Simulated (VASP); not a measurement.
Wanted: the native input for a VASP 6.6.1 run.

```
Task                   : single point
Functional             : PBEsol
Potentials or basis    : VASP PAW PBE potentials, release 64 (Mn_pv, O)
Cutoff                 : 520 eV
k mesh                 : 11 × 11 × 6
Occupations            : fermi-dirac, width 0.05 eV
Spin                   : collinear spin, ferromagnetic start
Starting moments       : [4.0, 0.0, 0.0] μB
Dipole correction      : no
Further INCAR settings : ALGO = Normal; EDIFF = 1e-06; NBANDS = 24
```

The structure of MnO2 lies in POSCAR:

```
MnO2
1.0
    2.8374059371      0.0000000000      0.0000000000
   -1.4187029685      2.4572656224      0.0000000000
    0.0000000000      0.0000000000      4.5704914233
Mn O
1 2
Direct
    0.0000000000      0.0000000000      0.5000000000
    0.3333333333      0.6666666667      0.7062925700
    0.6666666667      0.3333333333      0.2937074300
```

The input as run:

INCAR

```
SYSTEM = MnO2
ALGO     = Normal         ! electronic algorithm
EDIFF    = 1E-6           ! SCF threshold, eV
ENCUT    = 520            ! plane-wave cutoff, eV
GGA      = PS             ! functional
ISIF     = 2              ! what is computed and relaxed
ISMEAR   = -1             ! smearing method
ISPIN    = 2              ! spin polarisation
LASPH    = .True.         ! aspherical terms in the spheres
LCHARG   = .True.         ! write CHGCAR
LELF     = .True.         ! ELF
LMAXMIX  = 4              ! l up to which the mixer works
LORBIT   = 11             ! projections on sites
LREAL    = .False.        ! projectors in reciprocal space
LVHAR    = .True.       
LWAVE    = .False.        ! write WAVECAR
MAGMOM   = 4 0 0          ! initial moments
NBANDS   = 24             ! bands
NELM     = 150            ! most SCF steps
PREC     = Accurate       ! precision mode
SIGMA    = 0.05           ! smearing width, eV
```

KPOINTS

```
k-points
0
Gamma
  11 11 6
  0 0 0
```

Potentials or basis: VASP PAW PBE potentials, release 64 (Mn_pv, O).

The run is started by

```bash
$ cat potpaw_PBE.64/Mn_pv/POTCAR potpaw_PBE.64/O/POTCAR > POTCAR
$ mpirun -np 1 vasp_std > vasp.out
```

It gave:

```
Pressure                                              : 2.9 GPa
Largest force                                         : 0.218 eV/Å
Band gap on the k mesh                                : 0.62 eV (least direct gap 0.67 eV)
Net moment                                            : 3.00 μB per cell
Site moments                                          : Mn +2.82; O +0.05 μB
Valence electrons inside the program's atomic spheres : Mn 11.82; O 4.99
```

Caveat: the PAW data sets were made with another functional, which shifts forces and pressure a little; an odd mesh through Γ misses points on the zone boundary, where band edges can lie; a cell with one magnetic atom can't hold antiferromagnetic order, which such compounds often take.

It took 2.6 min on 1 thread of Intel Xeon 8259CL (shared host), peak memory 0.23 GiB.
